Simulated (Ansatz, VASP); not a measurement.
## One calculation of Te2Mo, two programs

```
Te Mo
1.0
     3.47150    0.00000    0.00000
    -1.73575    3.00640    0.00000
     0.00000    0.00000   36.98053
Te Mo
8 4
Direct
  0.33333 0.66667 0.85827
  0.33333 0.66667 0.23060
  0.66667 0.33333 0.67233
  0.66667 0.33333 0.04456
  0.66667 0.33333 0.76940
  0.66667 0.33333 0.14173
  0.33333 0.66667 0.95544
  0.33333 0.66667 0.32767
  0.33333 0.66667 0.72078
  0.33333 0.66667 0.09315
  0.66667 0.33333 0.90685
  0.66667 0.33333 0.27922
```

Alike in both runs: task single point; functional LDA; k mesh 12 × 12 × 1; occupations gaussian, width 0.02 eV; no spin polarisation.

|  | VASP | Ansatz |
| --- | --- | --- |
| version | VASP 6.6.1 | Ansatz 0.2.0 |
| potentials or method | VASP PAW LDA potentials, release 64 (Te, Mo_sv), cutoff 520 eV | scalar-relativistic, plane waves, PAW |
| valence electrons in the cell | 104 | 184 |

|  | VASP | Ansatz | Ansatz less VASP |
| --- | --- | --- | --- |
| gap on the k mesh at the Fermi level (eV) | 0.77 | 0.78 | +0.011 |
| least direct gap on the mesh (eV) | 1.14 | 1.14 | -0.001 |

LDA's correlation is that of Perdew and Zunger in VASP and of Perdew and Wang (1992) in Ansatz. VASP's potentials hold 104 valence electrons a cell and Ansatz's 184, so a difference there can come from the potentials and not from the codes.

Spin-orbit coupling is off throughout.
